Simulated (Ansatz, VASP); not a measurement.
One calculation of NaCl, two programs

```
Na Cl
1.0
     0.00000    2.79635    2.83175
     2.86715    0.00000    2.83175
     2.86715    2.79635    0.00000
Na Cl
1 1
Direct
  0.00000 0.00000 0.00000
  0.50000 0.50000 0.50000
```

Change from the starting cell: strain +0.0125 x Voigt [1, -1, 0, 0, 0, 0], atoms carried along.

Alike in both runs: task single point; functional PBE; k mesh 8 × 8 × 8; occupations gaussian, width 0.05 eV; no spin polarisation.

|  | VASP | Ansatz |
| --- | --- | --- |
| version | VASP 6.6.1 | Ansatz 0.2.0 |
| potentials or method | VASP PAW PBE potentials, release 64 (Na_pv, Cl), cutoff 520 eV | scalar-relativistic, plane waves, PAW |
| valence electrons in the cell | 14 | 16 |

```tsv
	VASP	Ansatz	Ansatz less VASP
gap on the k mesh at the Fermi level (eV)	5.05	5.05	0.000
least direct gap on the mesh (eV)	5.05	5.05	0.000
pressure (GPa)	0.4	0.5	+0.03
traceless stress, the component that is largest in VASP (GPa)	0.51	0.50	-0.004
```

VASP's potentials hold 14 valence electrons a cell and Ansatz's 16, so a difference there can come from the potentials and not from the codes.
